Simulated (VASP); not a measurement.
Set up this calculation in VASP 6.6.1, as the native input.

| Item | Value |
| --- | --- |
| Task | single point |
| Functional | PBE |
| Potentials or basis | VASP PAW PBE potentials, release 64 (Sb, Pt) |
| Cutoff | 520 eV |
| k mesh | 5 × 5 × 5 |
| Occupations | gaussian, width 0.2 eV |
| Spin | no spin polarisation |
| Dipole correction | no |
| Further INCAR settings | ALGO = Normal; EDIFF = 1e-06; NBANDS = 17 |

The structure of Sb2Pt lies in POSCAR:

```
Sb2Pt
1.0
    0.0000000000      3.3222941546      3.3222941546
    3.3222941546      0.0000000000      3.3222941546
    3.3222941546      3.3222941546      0.0000000000
Sb Pt
2 1
Direct
    0.2500000000      0.2500000000      0.2500000000
    0.7500000000      0.7500000000      0.7500000000
    0.0000000000      0.0000000000      0.0000000000
```

The cell was generated, and may not be a known phase.

One way to write it, as run:

INCAR

```
PREC = Accurate
ENCUT = 520
EDIFF = 1E-6
ISMEAR = 0
SIGMA = 0.2
LREAL = F
LASPH = T
NELM = 100
ALGO = Normal
ISIF = 2
LWAVE = F
LCHARG = T
GGA = PE
LELF = T
LVHAR = T
NBANDS = 17
```

KPOINTS

```
Automatic mesh
0
Gamma
  5 5 5
```

Potentials or basis: VASP PAW PBE potentials, release 64 (Sb, Pt).

Command:

```bash
$ cat potpaw_PBE.64/Sb/POTCAR potpaw_PBE.64/Pt/POTCAR > POTCAR
$ mpirun -np 1 vasp_std > vasp.out
```

It gave:

* Pressure: -0.3 GPa
* Band gap on the k mesh: zero (bands 10 and 11 overlap by 1.44 eV)

Caveat: spin-orbit coupling is left out, which moves the levels of the heavy elements.

Wall time 7.7 s on 1 thread of Intel(R) Xeon(R) 6975P-C (Granite Rapids), on a shared host, peak memory 0.2 GiB.
